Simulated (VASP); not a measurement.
NiO:

```
Ni O
1.0
     0.00000    2.09131    2.09131
     2.09131    0.00000    2.09131
     2.09131    2.09131    0.00000
Ni O
1 1
Direct
  0.00000 0.00000 0.00000
  0.50000 0.50000 0.50000
```

Base run:

- Program: VASP 6.6.1
- Functional: LDA
- Potentials or basis: VASP PAW LDA potentials, release 64 (Ni, O)
- Cutoff: 600 eV
- k mesh: 10 × 10 × 10
- Occupations: gaussian, width 0.05 eV
- Spin: collinear spin, ferromagnetic start
- Starting moments: [1.89, 0.0] μB
- Hubbard terms: Ni d U = 6.2 eV

Its results: band gap on the k mesh 1.80 eV (least direct gap 2.50 eV); pressure -17.5 GPa; net moment 2.00 μB per cell; site moments Ni +1.78; O +0.21 μB.

Task: The run is repeated on the same cell with these changes: functional from LDA to BLYP; potentials or basis from VASP PAW LDA potentials, release 64 (Ni, O) to VASP PAW PBE potentials, release 64 (Ni, O). What comes out?

Result: Band gap on the k mesh 2.43 eV (least direct gap 3.08 eV); pressure 9.6 GPa; net moment 2.00 μB per cell; site moments Ni +1.81; O +0.18 μB.

Caveats: a cell with one magnetic atom can't hold antiferromagnetic order, which such compounds often take; the cell stands under tension (at least some runs); the cell stands under pressure (at least some runs); the PAW data sets were made with another functional, which shifts forces and pressure a little (at least some runs).

A k mesh can miss the band edges.
